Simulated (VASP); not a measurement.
Set up this calculation in VASP 6.6.1, as the native input.

```
Task                   : single point
Functional             : PBE
Potentials or basis    : VASP PAW PBE potentials, release 64 (In_d)
Cutoff                 : 520 eV
k mesh                 : 13 × 13 × 13
Occupations            : fermi-dirac, width 0.05 eV
Spin                   : no spin polarisation
Dipole correction      : no
Further INCAR settings : ALGO = Normal; EDIFF = 1e-06; NBANDS = 20
```

The structure of In lies in POSCAR:

```
In
1.0
   -2.5075927358      2.5075927358      1.3266286546
    2.5075927358     -2.5075927358      1.3266286546
    2.5075927358      2.5075927358     -1.3266286546
In
2
Direct
   -0.3750000000     -0.1250000000     -0.2500000000
    0.3750000000      0.1250000000      0.2500000000
```

One way to write it, as run:

INCAR

```
  PREC = Accurate
  ENCUT = 520
  EDIFF = 1E-6
  ISMEAR = -1
  SIGMA = 0.05
  LREAL = F
  LASPH = T
  NELM = 80
  ALGO = Normal
  ISIF = 2
  LWAVE = F
  LCHARG = F
  GGA = PE
  NBANDS = 20
```

KPOINTS

```
Automatic mesh
0
Gamma
  13 13 13
```

Potentials or basis: VASP PAW PBE potentials, release 64 (In_d).

Launch:

```sh
$ cat potpaw_PBE.64/In_d/POTCAR > POTCAR
$ mpirun -np 1 vasp_std > vasp.out
```

Results of the run:

The pressure is 74.1 GPa and the band gap on the k mesh is zero (bands 13 and 14 overlap by 9.14 eV).

Caveat: the cell stands under pressure; spin-orbit coupling is left out, which moves the levels of the heavy elements.

It took 76 s on 1 thread of AMD EPYC 9R45 96-Core Processor (Zen 5), on a shared host, peak memory 0.2 GiB.
